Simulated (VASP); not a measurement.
# BaAlF4 (P4/mmm) in VASP: notebook

Runs on BaAlF4. Level: PBE. Tasks: single point.

Everything below comes from runs of VASP 6.6.1. Logs are shortened: lines on timing, memory, paths and dates and some standing lists are left out, and cuts for length are marked.

### 1 The cell of the first run

It takes space group P4/mmm (No. 123, tetragonal). Conventional cell: a = 3.593 Å, b = 3.593 Å, c = 6.193 Å, α = 90.00°, β = 90.00°, γ = 90.00°. Within 3.8 Å of Ba (site symmetry 4/mmm) lie 16 F at 2.89 to 3.58 Å and 4 Ba at 3.59 Å. Within 2.3 Å of Al (site symmetry 4/mmm) lie 6 F at 1.72 to 1.80 Å. Within 2.4 Å of F (site symmetry mmm) lie 2 Al at 1.80 Å. Within 2.3 Å of F (site symmetry 4mm) lie 1 Al at 1.72 Å.

### 2 Single point, PBE

INCAR

```
PREC = Accurate ; ENCUT = 520
EDIFF = 1E-6 ; ISMEAR = -1
SIGMA = 0.1 ; LREAL = F
LASPH = T ; NELM = 60
ALGO = Normal ; ISIF = 2
LWAVE = F ; LCHARG = T
GGA = PE ; LELF = T
LVHAR = T ; NBANDS = 30
```

KPOINTS

```
regular mesh
0
Gamma
  5 5 3
```

POSCAR

```
BaAlF4
1.0
    3.5932090000      0.0000000000      0.0000000000
    0.0000000000      3.5932090000      0.0000000000
    0.0000000000      0.0000000000      6.1933900000
Ba Al F
1 1 4
Direct
    0.5000000000      0.5000000000      0.5000000000
    0.0000000000      0.0000000000      0.0000000000
    0.5000000000      0.0000000000      0.0000000000
    0.0000000000      0.5000000000      0.0000000000
    0.0000000000      0.0000000000      0.2770000000
    0.0000000000      0.0000000000      0.7230000000
```

Potentials or basis: VASP PAW PBE potentials, release 64 (Ba_sv, Al, F).

Started as:

```bash
$ cat potpaw_PBE.64/Ba_sv/POTCAR potpaw_PBE.64/Al/POTCAR potpaw_PBE.64/F/POTCAR > POTCAR
$ mpirun -np 1 vasp_std > vasp.out
```

OUTCAR:

```text
PREC = Accurate
   ENCUT = 520
   EDIFF = 1E-6
   ISMEAR = -1
   LREAL = F
   LASPH = T
   NELM = 60
   ISIF = 2
   GGA = PE

 ion  position               nearest neighbor table
   1  0.500  0.500  0.500-   5 2.89   6 2.89   5 2.89   6 2.89   5 2.89   6 2.89   5 2.89   6 2.89
                             2 4.01   2 4.01   2 4.01   2 4.01   2 4.01   2 4.01   2 4.01   2 4.01
   2  0.000  0.000  0.000-   5 1.72   6 1.72   3 1.80   4 1.80   4 1.80   3 1.80   1 4.01   1 4.01
                             1 4.01   1 4.01   1 4.01   1 4.01   1 4.01   1 4.01
   3  0.500  0.000  0.000-   2 1.80   2 1.80
   4  0.000  0.500  0.000-   2 1.80   2 1.80
   5  0.000  0.000  0.277-   2 1.72   1 2.89   1 2.89   1 2.89   1 2.89
   6  0.000  0.000  0.723-   2 1.72   1 2.89   1 2.89   1 2.89   1 2.89

  LATTYP: Found a simple tetragonal cell.
 ALAT       =     3.5932090000
 C/A-ratio  =     1.7236375619

  Lattice vectors:

 A1 = (   3.5932090000,   0.0000000000,   0.0000000000)
 A2 = (   0.0000000000,   3.5932090000,   0.0000000000)
 A3 = (   0.0000000000,   0.0000000000,   6.1933900000)

Analysis of symmetry for initial positions (statically):
=====================================================================
 Subroutine PRICEL returns:
 Original cell was already a primitive cell.

 Routine SETGRP: Setting up the symmetry group for a
 simple tetragonal supercell.

 Subroutine GETGRP returns: Found 16 space group operations
 (whereof 16 operations were pure point group operations)
 out of a pool of 16 trial point group operations.

The static configuration has the point symmetry D_4h.

Analysis of symmetry for dynamics (positions and initial velocities):
=====================================================================
 Subroutine PRICEL returns:
 Original cell was already a primitive cell.

 Routine SETGRP: Setting up the symmetry group for a
 simple tetragonal supercell.

 Subroutine GETGRP returns: Found 16 space group operations
 (whereof 16 operations were pure point group operations)
 out of a pool of 16 trial point group operations.

The dynamic configuration has the point symmetry D_4h.

 Subroutine INISYM returns: Found 16 space group operations
 (whereof 16 operations are pure point group operations),
 and found     1 'primitive' translations

----------------------------------------------------------------------------------------

                                     Primitive cell

  volume of cell :      79.9638

  direct lattice vectors                    reciprocal lattice vectors
     3.593209000  0.000000000  0.000000000     0.278302765  0.000000000  0.000000000
     0.000000000  3.593209000  0.000000000     0.000000000  0.278302765  0.000000000
     0.000000000  0.000000000  6.193390000     0.000000000  0.000000000  0.161462462

  length of vectors
     3.593209000  3.593209000  6.193390000     0.278302765  0.278302765  0.161462462

  position of ions in fractional coordinates (direct lattice)
     0.500000000  0.500000000  0.500000000
     0.000000000  0.000000000  0.000000000
     0.500000000  0.000000000  0.000000000
     0.000000000  0.500000000  0.000000000
     0.000000000  0.000000000  0.277000000
     0.000000000  0.000000000  0.723000000

  ion indices of the primitive-cell ions
   primitive index   ion index
                 1           1
                 2           2
                 3           3
                 4           4
                 5           5
                 6           6

----------------------------------------------------------------------------------------

 KPOINTS: regular mesh

Automatic generation of k-mesh.
 Grid dimensions read from file:
 generate k-points for:    5    5    3

 Generating k-lattice:

  Cartesian coordinates                     Fractional coordinates (reciprocal lattice)
     0.055660553  0.000000000  0.000000000     0.200000000  0.000000000  0.000000000
     0.000000000  0.055660553  0.000000000     0.000000000  0.200000000  0.000000000
     0.000000000  0.000000000  0.053820821     0.000000000  0.000000000  0.333333333

  Length of vectors
     0.055660553  0.055660553  0.053820821

  Shift w.r.t. Gamma in fractional coordinates (k-lattice)
     0.000000000  0.000000000  0.000000000

 Subroutine IBZKPT returns following result:
 ===========================================

 Found     12 irreducible k-points:

 Following reciprocal coordinates:
            Coordinates               Weight
  0.000000  0.000000  0.000000      1.000000
  0.200000  0.000000  0.000000      4.000000
  0.400000  0.000000  0.000000      4.000000
  0.200000  0.200000  0.000000      4.000000
  0.400000  0.200000  0.000000      8.000000
  0.400000  0.400000  0.000000      4.000000
  0.000000  0.000000  0.333333      2.000000
  0.200000  0.000000  0.333333      8.000000
  0.400000  0.000000  0.333333      8.000000
  0.200000  0.200000  0.333333      8.000000
  0.400000  0.200000  0.333333     16.000000
  0.400000  0.400000  0.333333      8.000000
   k-points           NKPTS =     12   k-points in BZ     NKDIM =     12   number of bands    NBANDS=     30
   number of dos      NEDOS =    301   number of ions     NIONS =      6
   total plane-waves  NPLWV =  37632
   dimension x,y,z NGX =    28 NGY =   28 NGZ =   48
   dimension x,y,z NGXF=    56 NGYF=   56 NGZF=   96
   ions per type =               1   1   4
   NGX,Y,Z   is equivalent  to a cutoff of  12.95, 12.95, 12.88 a.u.
   NGXF,Y,Z  is equivalent  to a cutoff of  25.91, 25.91, 25.77 a.u.
 SYSTEM =  unknown system
   PREC   = accura    normal or accurate (medium, high low for compatibility)
   ISTART =      0    job   : 0-new  1-cont  2-samecut
   ICHARG =      2    charge: 1-file 2-atom 10-const
   ISPIN  =      1    spin polarized calculation?
   LNONCOLLINEAR =      F non collinear calculations
   LSORBIT =      F    spin-orbit coupling
   LASPH  =      T    aspherical Exc in radial PAW
   ENCUT  =  520.0 eV  38.22 Ry    6.18 a.u.   6.68  6.68 11.52*2*pi/ulx,y,z
   NELM   =     60;   NELMIN=  2; NELMDL= -5     # of ELM steps
   EDIFF  = 0.1E-05   stopping-criterion for ELM
   LREAL  =      F    real-space projection
   EDIFFG = 0.1E-04   stopping-criterion for IOM
   NSW    =      0    number of steps for IOM
   IBRION =     -1    ionic relax: 0-MD 1-quasi-New 2-CG
   NFREE  =      0    steps in history (QN), initial steepest desc. (CG)
   ISIF   =      2    stress and relaxation
   ISYM   =      2    0-nonsym 1-usesym 2-fastsym
   POTIM  = 0.5000    time-step for ionic-motion
   TEBEG  =    0.0;   TEEND  =   0.0 temperature during run
   PSTRESS=    0.0 pullay stress
   NELECT =      41.0000    total number of electrons
   NUPDOWN=      -1.0000    fix difference up-down
   EMIN   =  10.00;   EMAX   =-10.00  energy-range for DOS
   EFERMI =   0.00;   METHOD = LEGACY
   ISMEAR =    -1;   SIGMA  =   0.10  broadening in eV -4-tet -1-fermi 0-gaus
   EFERMI_NEDOS =   21; number of points for ismear=-14 and -15
   IALGO  =     38    algorithm
   IMIX   =      4    mixing-type and parameters
     AMIX     =   0.40;   BMIX     =  1.00
     AMIX_MAG =   1.60;   BMIX_MAG =  1.00
  volume/ion in A,a.u.               =      13.33        89.94
  Fermi-wavevector in a.u.,A,eV,Ry     =   1.310303  2.476113 23.359752  1.716893
  Thomas-Fermi vector in A             =   2.440842
   LORBIT       =      0    0 simple, 1 ext, 2 COOP (PROOUT), +10 PAW based schemes
   GGA     = PE    functional components
   LHFCALC =     F    Hartree Fock is set to
   AEXX    =    0.0000 exact exchange contribution
   IVDW    =     0    specifies the selected vdW correction
   LEPSILON=     F    determine dielectric tensor
   LRPA    =     F    only Hartree local field effects (RPA)
 non-spin polarized calculation
  energy-cutoff  :      520.00
  volume of cell :       79.96
 maximum number of plane-waves:      2165
 NGX is ok and might be reduce to    28
   NGX = 13   NGY = 13   NGZ = 23

 number of electron      41.0000037 magnetization

 Free energy of the ion-electron system (eV)
  ---------------------------------------------------
  ext. energy  EPLUGINS =         0.00000000
  ---------------------------------------------------
  free energy    TOTEN  =       -31.31287423 eV

  energy without entropy =      -31.27113777  energy(sigma->0) =      -31.29200600

 E-fermi :   7.8542     XC(G=0): -10.0606

 val. band max:        7.8448425797   @ k =   0.0000   0.0000   0.3333
 cond. band min:       7.9564726542   @ k =   0.2000   0.2000   0.0000
 fundamental gap:      0.1116300744
 Fermi energy:         7.8541704539

 k-point     1 :       0.0000    0.0000    0.0000
  band No.  band energies     occupation
      1     -22.7605      2.00000
      2     -22.1611      2.00000
      3     -20.9757      2.00000
      4     -20.5925      2.00000
      5     -20.3050      2.00000
      6      -7.8450      2.00000
[... 22 lines left out ...]
     29      15.6267      0.00000
     30      16.1076      0.00000

 k-point     2 :       0.2000    0.0000    0.0000
  band No.  band energies     occupation
      1     -22.6324      2.00000
      2     -22.0719      2.00000
      3     -21.0739      2.00000
      4     -20.5769      2.00000
      5     -20.3761      2.00000
      6      -7.8692      2.00000
[... 22 lines left out ...]
     29      15.8268      0.00000
     30      16.7533      0.00000

 k-point     3 :       0.4000    0.0000    0.0000
  band No.  band energies     occupation
      1     -22.3876      2.00000
      2     -21.8460      2.00000
      3     -21.3535      2.00000
      4     -20.5515      2.00000
      5     -20.4881      2.00000
      6      -8.3214      2.00000
[... 286 lines left out ...]
     29      15.5944      0.00000
     30      15.9582      0.00000

 k-point    12 :       0.4000    0.4000    0.3333
  band No.  band energies     occupation
      1     -22.1998      2.00000
      2     -21.5453      2.00000
      3     -21.3870      2.00000
      4     -20.6473      2.00000
      5     -20.5553      2.00000
      6      -8.3252      2.00000
[... 22 lines left out ...]
     29      14.2292      0.00000
     30      15.7739      0.00000

------------------------ aborting loop because EDIFF is reached ----------------------------------------

  FORCE on cell =-STRESS in cart. coord.  units (eV):
  Direction    XX          YY          ZZ          XY          YZ          ZX
  --------------------------------------------------------------------------------------
  -------------------------------------------------------------------------------------
  Total        6.0117482      6.0117482      8.4241038      0.0000000      0.0000000     -0.0000000
  in kB      120.4530991    120.4530991    168.7877423      0.0000000      0.0000000     -0.0000000
  external PRESSURE =     136.5646468 kB  Pullay stress =       0.0000000 kB

 VOLUME and BASIS-vectors are now :
 -----------------------------------------------------------------------------
  energy-cutoff  :      520.00
  volume of cell :       79.96
      direct lattice vectors                 reciprocal lattice vectors
     3.593209000  0.000000000  0.000000000     0.278302765  0.000000000  0.000000000
     0.000000000  3.593209000  0.000000000     0.000000000  0.278302765  0.000000000
     0.000000000  0.000000000  6.193390000     0.000000000  0.000000000  0.161462462

 POSITION                                       TOTAL-FORCE (eV/Angst)
 -----------------------------------------------------------------------------------
      1.79660      1.79660      3.09669         0.000000      0.000000      0.000000
      0.00000      0.00000      0.00000         0.000000      0.000000      0.000000
      1.79660      0.00000      0.00000         0.000000      0.000000      0.000000
      0.00000      1.79660      0.00000         0.000000      0.000000      0.000000
      0.00000      0.00000      1.71557        -0.000000      0.000000      1.353596
      0.00000      0.00000      4.47782         0.000000      0.000000     -1.353596
 -----------------------------------------------------------------------------------
    total drift:                                0.000000      0.000000     -0.000000

  FREE ENERGIE OF THE ION-ELECTRON SYSTEM (eV)
  ---------------------------------------------------
  free  energy   TOTEN  =       -31.3128742349 eV

  energy  without entropy=      -31.2711377699  energy(sigma->0) =      -31.29200600
```

Run time: 25 s. Hardware: 1 thread of AMD EPYC 7R13 (Zen 3), shared host; peak memory 0.16 GiB.

Results:

```yaml
Free_energy: -31.3129 eV
Pressure: 13.7 GPa
Largest_force: 1.354 eV/Å
```

Forces on the atoms (eV/Å):
```
Ba   0.000  0.000  0.000
Al   0.000  0.000  0.000
F    0.000  0.000  0.000
F    0.000  0.000  0.000
F    0.000  0.000  1.354
F    0.000  0.000 -1.354
```

Caveat: spin-orbit coupling is left out, which moves the levels of the heavy elements; an odd number of electrons without spin polarisation forces a metal; a magnetic or distorted state may lie lower.

### 3 Single point, PBE, collinear spin, ferromagnetic start

INCAR

```
ALGO = Normal
EDIFF = 1E-6
ENCUT = 520
GGA = PE
ISIF = 2
ISMEAR = -1
ISPIN = 2
LASPH = T
LCHARG = F
LORBIT = 11
LREAL = F
LWAVE = F
MAGMOM = 0.2 0.2 0.2 0.2 0.2 0.2
NBANDS = 34
NELM = 150
PREC = Accurate
SIGMA = 0.1
```

KPOINTS

```
k-points
0
Gamma
  5 5 3
```

POSCAR is that of step 2.

Potentials or basis: VASP PAW PBE potentials, release 64 (Ba_sv, Al, F).

Started as:

```bash
$ cat potpaw_PBE.64/Ba_sv/POTCAR potpaw_PBE.64/Al/POTCAR potpaw_PBE.64/F/POTCAR > POTCAR
$ mpirun -np 1 vasp_std > vasp.out
```

OUTCAR:

```text
EDIFF = 1E-6
   ENCUT = 520
   GGA = PE
   ISIF = 2
   ISMEAR = -1
   ISPIN = 2
   LASPH = T
   LORBIT = 11
   LREAL = F
   NELM = 150
   PREC = Accurate

 ion  position               nearest neighbor table
   1  0.500  0.500  0.500-   5 2.89   6 2.89   5 2.89   6 2.89   5 2.89   6 2.89   5 2.89   6 2.89
                             2 4.01   2 4.01   2 4.01   2 4.01   2 4.01   2 4.01   2 4.01   2 4.01
   2  0.000  0.000  0.000-   5 1.72   6 1.72   3 1.80   4 1.80   4 1.80   3 1.80   1 4.01   1 4.01
                             1 4.01   1 4.01   1 4.01   1 4.01   1 4.01   1 4.01
   3  0.500  0.000  0.000-   2 1.80   2 1.80
   4  0.000  0.500  0.000-   2 1.80   2 1.80
   5  0.000  0.000  0.277-   2 1.72   1 2.89   1 2.89   1 2.89   1 2.89
   6  0.000  0.000  0.723-   2 1.72   1 2.89   1 2.89   1 2.89   1 2.89

  LATTYP: Found a simple tetragonal cell.
 ALAT       =     3.5932090000
[... 1068 lines left out ...]
      0.00000      0.00000      0.00000         0.000000      0.000000      0.000000
      1.79660      0.00000      0.00000         0.000000      0.000000      0.000000
      0.00000      1.79660      0.00000         0.000000      0.000000      0.000000
      0.00000      0.00000      1.71557        -0.000000     -0.000000      1.353826
      0.00000      0.00000      4.47782         0.000000      0.000000     -1.353826
 -----------------------------------------------------------------------------------
    total drift:                                0.000000      0.000000     -0.000000

  FREE ENERGIE OF THE ION-ELECTRON SYSTEM (eV)
  ---------------------------------------------------
  free  energy   TOTEN  =       -31.3128741673 eV

  energy  without entropy=      -31.2711384224  energy(sigma->0) =      -31.29200629

 total charge

# of ion       s       p       d       tot
------------------------------------------
    1        2.005   5.552   0.562   8.119
    2        0.303   0.426   0.000   0.730
    3        1.739   4.467   0.000   6.206
    4        1.739   4.467   0.000   6.206
    5        1.740   4.428   0.000   6.168
    6        1.740   4.428   0.000   6.168
--------------------------------------------------
tot          9.265  23.769   0.562  33.597

 magnetization (x)

# of ion       s       p       d       tot
------------------------------------------
    1       -0.000  -0.000   0.000   0.000
    2       -0.000  -0.000   0.000  -0.000
    3       -0.000   0.000   0.000   0.000
    4       -0.000   0.000   0.000   0.000
    5       -0.000  -0.000   0.000  -0.000
    6       -0.000  -0.000   0.000  -0.000
--------------------------------------------------
tot         -0.000  -0.000   0.000   0.000
```

stdout:

```text
POSCAR found type information on POSCAR BaAlF
 POSCAR found :  3 types and       6 ions
 scaLAPACK will be used
 LDA part: xc-table for (Slater+PW92), standard interpolation
 POSCAR, INCAR and KPOINTS ok, starting setup
 FFT: planning ... GRIDC
 FFT: planning ... GRID_SOFT
 FFT: planning ... GRID
 WAVECAR not read
 entering main loop
```

Wall time 54 s (1 thread of AMD EPYC 7R13 (Zen 3), shared host); peak memory 0.21 GiB.

Results:

| Item | Value |
| --- | --- |
| Free energy | -31.3129 eV |
| Pressure | 13.7 GPa |
| Largest force | 1.354 eV/Å |
| Net moment | 0.00 μB per cell |
| Valence electrons inside the program's atomic spheres | Ba 8.12; Al 0.73; F 6.21, 6.17 |

Forces on the atoms (eV/Å):
```
Ba   0.000  0.000  0.000
Al   0.000  0.000  0.000
F    0.000  0.000  0.000
F    0.000  0.000  0.000
F    0.000  0.000  1.354
F    0.000  0.000 -1.354
```

Levels at points of the mesh, in eV from the Fermi level:
Spin up:
```csv
k point,band 18,band 19,band 20,band 21,band 22,band 23
"(0.00, 0.00, 0.00)",-9.05,-8.90,-8.90,-1.68,-0.89,-0.09
```
Spin down:
| k point | band 17 | band 18 | band 19 | band 20 | band 21 | band 22 | band 23 | band 24 |
| --- | --- | --- | --- | --- | --- | --- | --- | --- |
| (0.00, 0.00, 0.00) | -9.42 | -9.05 | -8.90 | -8.90 | -1.68 | -0.89 | -0.09 | 3.68 |

Caveat: spin-orbit coupling is left out, which moves the levels of the heavy elements; forces of over 1 eV/Å act on the atoms, so gaps and moduli don't describe the material at rest.
